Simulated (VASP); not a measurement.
MoS2:

```xyz
6
Lattice="3.1900 0.0000 0.0000 -1.5950 2.7626 0.0000 0.0000 0.0000 12.4056" Properties=species:S:1:pos:R:3 pbc="T T T"
Mo    1.5950    0.9209    9.3042
Mo    0.0000    1.8417    3.1014
S     1.5950    0.9209    4.6769
S     0.0000    1.8417   10.8797
S     1.5950    0.9209    1.5259
S     0.0000    1.8417    7.7287
```

Base run:

```yaml
Program: VASP 6.6.1
Functional: PBE
Potentials_or_basis: VASP PAW PBE potentials, release 64 (Mo_sv, S)
Cutoff: 520 eV
k_mesh: 10 × 10 × 3
Occupations: fermi-dirac, width 0.05 eV
Spin: no spin polarisation
```

Its results: band gap on the k mesh 0.96 eV, indirect (least direct gap 1.82 eV); pressure -1.0 GPa; largest force 0.381 eV/Å.

Problem. The run is repeated on the same cell with these changes: dispersion from none to D3(BJ). What comes out?

Solution. Band gap on the k mesh 0.96 eV, indirect (least direct gap 1.82 eV); pressure -4.8 GPa; largest force 0.378 eV/Å.

Dispersion adds attraction, which lowers the pressure at fixed volume and, as a term added to the energy, leaves the levels alone.

Caveats: this functional lacks dispersion, which binds the layers, so the pressure and a relaxed spacing across them are unreliable (some runs).

A k mesh can miss the band edges.
